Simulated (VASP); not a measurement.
# MgSi2N2 (Cmmm) in VASP: further runs, part 3 of 3

VASP 6.6.1.

## (7) Relaxation of cell and atoms, PBE

This run uses another cell than the first one, of 14.67 Å³/atom, 1.026 times its volume.

Contents of INCAR:

```
PREC     = Accurate       # precision mode
ENCUT    = 600            # plane-wave cutoff, eV
EDIFF    = 1E-6           # SCF threshold, eV
ISMEAR   = 0              # smearing method
SIGMA    = 0.1            # smearing width, eV
LREAL    = False          # projectors in reciprocal space
LASPH    = True           # aspherical terms in the spheres
NELM     = 60             # most SCF steps
ALGO     = Normal         # electronic algorithm
ISIF     = 3              # what is computed and relaxed
LWAVE    = False          # write WAVECAR
LCHARG   = False          # write CHGCAR
GGA      = PE             # functional
IBRION   = 2              # ionic algorithm
NSW      = 90             # ionic steps
EDIFFG   = -0.04          # ionic threshold
```

Contents of KPOINTS:

```
regular mesh
0
Gamma
  6 6 4
```

Contents of POSCAR:

```
MgSi2N2
1.0
    1.6332051662     -4.1327447149      0.0000000000
    1.6332051662      4.1327447149      0.0000000000
    0.0000000000      0.0000000000      5.4350133999
Mg Si N
1 2 2
Direct
    0.5000000000      0.5000000000      0.5000000000
    0.1474931476      0.8525068524      0.0000000000
    0.8525068524      0.1474931476      0.0000000000
    0.0000000000      0.0000000000      0.2383676392
    0.0000000000      0.0000000000      0.7616323608
```

Potentials or basis: VASP PAW PBE potentials, release 64 (Mg, Si, N).

The run is started by

```
> cat potpaw_PBE.64/Mg/POTCAR potpaw_PBE.64/Si/POTCAR potpaw_PBE.64/N/POTCAR > POTCAR
> mpirun -np 1 vasp_std > vasp.out
```

OUTCAR:

```text
PREC = Accurate
   ENCUT = 600
   EDIFF = 1E-6
   ISMEAR = 0
   LREAL = False
   LASPH = True
   NELM = 60
   ISIF = 3
   GGA = PE
   IBRION = 2
   NSW = 90
   EDIFFG = -0.04

 ion  position               nearest neighbor table
   1  0.500  0.500  0.500-   4 2.17   5 2.17   4 2.17   5 2.17   2 3.40   2 3.40   2 3.40   2 3.40
                             3 3.40   3 3.40   3 3.40   3 3.40
   2  0.147  0.853  0.000-   4 1.78   5 1.78   3 2.35   3 2.35   3 2.44   1 3.40   1 3.40   1 3.40
                             1 3.40
   3  0.853  0.147  0.000-   4 1.78   5 1.78   2 2.35   2 2.35   2 2.44   1 3.40   1 3.40   1 3.40
                             1 3.40
   4  0.000  0.000  0.238-   2 1.78   3 1.78   1 2.17   1 2.17
   5  0.000  0.000  0.762-   2 1.78   3 1.78   1 2.17   1 2.17

  LATTYP: Found a base centered orthorhombic cell.
 ALAT       =     3.2664103324
 B/A-ratio  =     2.5304504299
 C/A-ratio  =     1.6639101787

  Lattice vectors:

 A1 = (   1.6332051662,  -4.1327447149,   0.0000000000)
 A2 = (   1.6332051662,   4.1327447149,   0.0000000000)
 A3 = (   0.0000000000,   0.0000000000,   5.4350133999)

Analysis of symmetry for initial positions (statically):
=====================================================================
 Subroutine PRICEL returns:
 Original cell was already a primitive cell.

 Routine SETGRP: Setting up the symmetry group for a
 base centered orthorhombic supercell.

 Subroutine GETGRP returns: Found  8 space group operations
 (whereof  8 operations were pure point group operations)
 out of a pool of  8 trial point group operations.

The static configuration has the point symmetry D_2h.

Analysis of symmetry for dynamics (positions and initial velocities):
=====================================================================
 Subroutine PRICEL returns:
 Original cell was already a primitive cell.

 Routine SETGRP: Setting up the symmetry group for a
[... 146 lines left out ...]
  energy-cutoff  :      600.00
  volume of cell :       73.37
 maximum number of plane-waves:      2468
   NGX = 17   NGY = 17   NGZ = 21

--------------------------------------- Ionic step        1  -------------------------------------------

 number of electron      20.0000000 magnetization

 Free energy of the ion-electron system (eV)
  ---------------------------------------------------
  ext. energy  EPLUGINS =         0.00000000
  ---------------------------------------------------
  free energy    TOTEN  =       -31.28353502 eV

  energy without entropy =      -31.27715329  energy(sigma->0) =      -31.28034416

------------------------ aborting loop because EDIFF is reached ----------------------------------------

  FORCE on cell =-STRESS in cart. coord.  units (eV):
  Direction    XX          YY          ZZ          XY          YZ          ZX
  --------------------------------------------------------------------------------------
  -------------------------------------------------------------------------------------
  Total        1.0750473     -1.0832681      0.3186674      0.0000000      0.0000000      0.0000000
  in kB       23.4762234    -23.6557430      6.9588629      0.0000000      0.0000000      0.0000000
  external PRESSURE =       2.2597811 kB  Pullay stress =       0.0000000 kB
[... 182 lines left out ...]
--------------------------------------- Ionic step        6  -------------------------------------------

 number of electron      19.9999999 magnetization

 Free energy of the ion-electron system (eV)
  ---------------------------------------------------
  ext. energy  EPLUGINS =         0.00000000
  ---------------------------------------------------
  free energy    TOTEN  =       -31.31780794 eV

  energy without entropy =      -31.31503983  energy(sigma->0) =      -31.31642389

 E-fermi :   5.9184     XC(G=0):  -9.4333

 val. band max:        5.6653258375   @ k =   0.5000   0.3333   0.5000
 cond. band min:       5.9611040987   @ k =   0.1667   0.0000   0.0000
 fundamental gap:      0.2957782612
 Fermi energy:         5.9184212679

 k-point     1 :       0.0000    0.0000    0.0000
  band No.  band energies     occupation
      1     -11.8908      2.00000
      2      -9.2858      2.00000
      3      -3.3458      2.00000
      4      -1.5348      2.00000
      5      -1.2111      2.00000
      6       0.8872      2.00000
      7       2.1608      2.00000
      8       3.5633      2.00000
      9       3.6430      2.00000
     10       5.2467      2.00000
     11       6.0256      0.12951
     12       7.3180      0.00000
     13       8.4413      0.00000
     14      10.0655      0.00000
[... 377 lines left out ...]
      1     -11.4275      2.00000
      2      -9.3086      2.00000
      3      -4.9417      2.00000
      4      -1.2176      2.00000
      5      -0.4452      2.00000
      6       0.6489      2.00000
      7       2.3626      2.00000
      8       2.5551      2.00000
      9       2.9083      2.00000
     10       5.5780      2.00000
     11       7.0777      0.00000
     12       7.8626      0.00000
     13       8.8481      0.00000
     14      10.7020      0.00000

 [... further k-points ...]
[... 5 lines left out ...]
  --------------------------------------------------------------------------------------
  -------------------------------------------------------------------------------------
  Total        0.0204182      0.0664443     -0.1521186      0.0000000      0.0000000      0.0000000
  in kB        0.4444747      1.4463949     -3.3114014      0.0000000      0.0000000      0.0000000
  external PRESSURE =      -0.4735106 kB  Pullay stress =       0.0000000 kB
[... 20 lines left out ...]
  FREE ENERGIE OF THE ION-ELECTRON SYSTEM (eV)
  ---------------------------------------------------
  free  energy   TOTEN  =       -31.3178079446 eV

  energy  without entropy=      -31.3150398324  energy(sigma->0) =      -31.31642389

 reached required accuracy - stopping structural energy minimisation
```

CONTCAR:

```text
MgSi2N2
   1.00000000000000
     1.6680265792176767   -4.0583829054366554    0.0000000000000000
     1.6680265792176767    4.0583829054366554    0.0000000000000000
     0.0000000000000000    0.0000000000000000    5.4361976057791113
  Mg              Si              N
     1     2     2
Direct
     0.5000000000000000    0.5000000000000000    0.5000000000000000
     0.1497263663676150    0.8502736336323850    1.0000000000000000
     0.8502736336323850    0.1497263663676150    1.0000000000000000
     0.0000000000000000    0.0000000000000000    0.2405328583297309
     1.0000000000000000    1.0000000000000000    0.7594671416702692

  0.00000000E+00  0.00000000E+00  0.00000000E+00
  0.00000000E+00  0.00000000E+00  0.00000000E+00
  0.00000000E+00  0.00000000E+00  0.00000000E+00
  0.00000000E+00  0.00000000E+00  0.00000000E+00
  0.00000000E+00  0.00000000E+00  0.00000000E+00
```

It took 82 s on 1 thread of Intel Xeon 6975P-C (Granite Rapids), shared host; peak memory 0.27 GiB.

Results:

| Quantity | Value |
| --- | --- |
| Free energy | -31.3178 eV |
| Relaxed volume | 14.72 Å³/atom |
| Relaxed cell | a = 4.388 Å, b = 4.388 Å, c = 5.436 Å, α = 90.00°, β = 90.00°, γ = 135.31° |
| Space group after relaxing (to 0.05 Å) | Cmmm (No. 65) |
| Energy gained by relaxing | 6.9 meV/atom |
| Ionic steps | 6 |
| Pressure after relaxing | 0.0 GPa |
| Largest force after relaxing | 0.027 eV/Å |
| Band gap on the k mesh | zero (band 10 reaches 6.61 eV, above the bottom of band 11 at 5.09 eV) |

Forces in eV/Å, atoms in the order of the input:
```
Mg   0.000  0.000  0.000
Si   0.000 -0.027  0.000
Si   0.000  0.027  0.000
N    0.000  0.000  0.006
N    0.000  0.000 -0.006
```

The path:
| step | energy change (eV) | largest force (eV/Å) | pressure (GPa) | volume (Å³) |
| --- | --- | --- | --- | --- |
| 1 | 0.0000 | 0.5095 | 0.23 | 73.37 |
| 2 | -0.0213 | 0.5443 | -0.66 | 73.58 |
| 3 | -0.0222 | 0.3594 | -0.51 | 73.55 |
| 4 | -0.0323 | 0.1639 | 0.67 | 73.28 |
| 5 | -0.0332 | 0.0961 | 0.39 | 73.34 |
| 6 | -0.0343 | 0.0275 | -0.05 | 73.60 |

Final structure:
```xyz
5
Lattice="1.6680 -4.0584 0.0000 1.6680 4.0584 0.0000 0.0000 0.0000 5.4362" Properties=species:S:1:pos:R:3 pbc="T T T"
Mg    1.6680    0.0000    2.7181
Si    1.6680    2.8431    5.4362
Si    1.6680   -2.8431    5.4362
N     0.0000    0.0000    1.3076
N     3.3361    0.0000    4.1286
```

Levels at points of the mesh, in eV from the Fermi level:
```csv
k point,band 7,band 8,band 9,band 10,band 11,band 12,band 13,band 14
"(0.00, 0.00, 0.00)",-3.76,-2.36,-2.28,-0.67,0.11,1.40,2.52,4.15
"(0.50, 0.00, 0.00)",-5.30,-4.12,-2.76,-2.23,1.75,2.18,3.24,3.91
"(0.50, 0.50, 0.00)",-3.58,-2.38,-2.31,0.23,1.08,1.45,2.53,4.47
"(0.00, 0.00, 0.50)",-5.06,-3.62,-2.50,-1.66,0.14,2.71,4.45,4.52
"(0.50, 0.00, 0.50)",-5.41,-4.84,-4.36,-2.35,0.65,3.27,3.50,3.95
"(0.50, 0.50, 0.50)",-4.10,-3.14,-2.62,0.69,1.44,1.55,3.66,4.33
```

## (8) Overview

| task | spin | cell | k mesh | cutoff (eV) | gap on the mesh (eV) | pressure (GPa) | relaxed volume (Å³/atom) | largest force (eV/Å) |
| --- | --- | --- | --- | --- | --- | --- | --- | --- |
| single point | off | a = 4.217, b = 4.217, c = 4.126 Å, angles 90.0, 90.0, 103.0°, 5 atoms | 4 × 4 × 4 | 520 | none | 17.4 | - | 4.15 |
| single point | off | a = 4.444, b = 4.444, c = 5.435 Å, angles 90.0, 90.0, 136.9°, 5 atoms | 4 × 4 × 4 | 520 | none | -0.1 | - | 0.02 |
| single point | off | a = 4.394, b = 4.394, c = 5.432 Å, angles 90.0, 90.0, 135.3°, 5 atoms | 6 × 6 × 4 | 520 | none | -0.1 | - | 0.03 |
| relaxation of cell and atoms | off | relaxed from a = 4.217, b = 4.217, c = 4.126 Å, angles 90.0, 90.0, 103.0°, 5 atoms | 4 × 4 × 4 | 600 | none | -0.1 | 14.50 | 0.01 |
| single point | collinear, ferromagnetic start | a = 4.217, b = 4.217, c = 4.126 Å, angles 90.0, 90.0, 103.0°, 5 atoms | 4 × 4 × 4 | 520 | none | 17.4 | - | 4.15 |
| relaxation of cell and atoms | off | relaxed from a = 4.444, b = 4.444, c = 5.435 Å, angles 90.0, 90.0, 136.9°, 5 atoms | 6 × 6 × 4 | 600 | none | 0.0 | 14.72 | 0.03 |

Alike in all rows: level PBE; potentials or basis VASP PAW PBE potentials, release 64 (Mg, Si, N); smearing gaussian 0.1 eV.

Caveats: some runs use coarse meshes; forces of over 1 eV/Å act on the atoms, so gaps and moduli don't describe the material at rest (some runs).

Total energies depend on the potentials used, so only differences within one code and one set of settings carry meaning.
